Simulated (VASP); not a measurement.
Set up this calculation in VASP 6.6.1, as the native input.

| Quantity | Value |
| --- | --- |
| Task | relaxation of cell and atoms |
| Functional | LDA |
| Potentials or basis | VASP PAW LDA potentials, release 64 (Zn) |
| Cutoff | 600 eV |
| k mesh | 11 × 11 × 11 |
| Occupations | methfessel-paxton, width 0.1 eV |
| Spin | no spin polarisation |
| Dipole correction | no |
| Further INCAR settings | ALGO = Normal; EDIFF = 1e-06; IBRION = 2; EDIFFG = -0.03; NSW = 80; ISIF = 3 |

The structure of Zn lies in POSCAR:

```
Zn
1.0
    0.0000000000      1.9647760000      1.9647760000
    1.9647760000      0.0000000000      1.9647760000
    1.9647760000      1.9647760000      0.0000000000
Zn
1
Direct
    0.0000000000      0.0000000000      0.0000000000
```

One way to write it, as run:

INCAR

```
ALGO = Normal
EDIFF = 1E-6
EDIFFG = -0.03
ENCUT = 600
IBRION = 2
ISIF = 3
ISMEAR = 1
LASPH = True
LCHARG = False
LREAL = False
LWAVE = False
NELM = 80
NSW = 80
PREC = Accurate
SIGMA = 0.1
```

KPOINTS

```
k-points
0
Gamma
  11 11 11
```

Potentials or basis: VASP PAW LDA potentials, release 64 (Zn).

Command:

```bash
$ cat potpaw_LDA.64/Zn/POTCAR > POTCAR
$ mpirun -np 1 vasp_std > vasp.out
```

It gave:

The relaxed volume is 13.63 Å³/atom, the relaxed cell is a = 2.681 Å, b = 2.681 Å, c = 2.681 Å, α = 60.00°, β = 60.00°, γ = 60.00° and the space group after relaxing (to 0.05 Å) is Fm-3m (No. 225). The energy gained by relaxing is 39.4 meV/atom. The ionic steps are 2 and the pressure after relaxing is 0.0 GPa. The band gap on the k mesh is zero (band 6 reaches 5.32 eV, above the bottom of band 7 at 2.69 eV).

Run time: 5.2 s on 1 thread of Intel(R) Xeon(R) 6975P-C (Granite Rapids), on a shared host, peak memory 0.13 GiB.
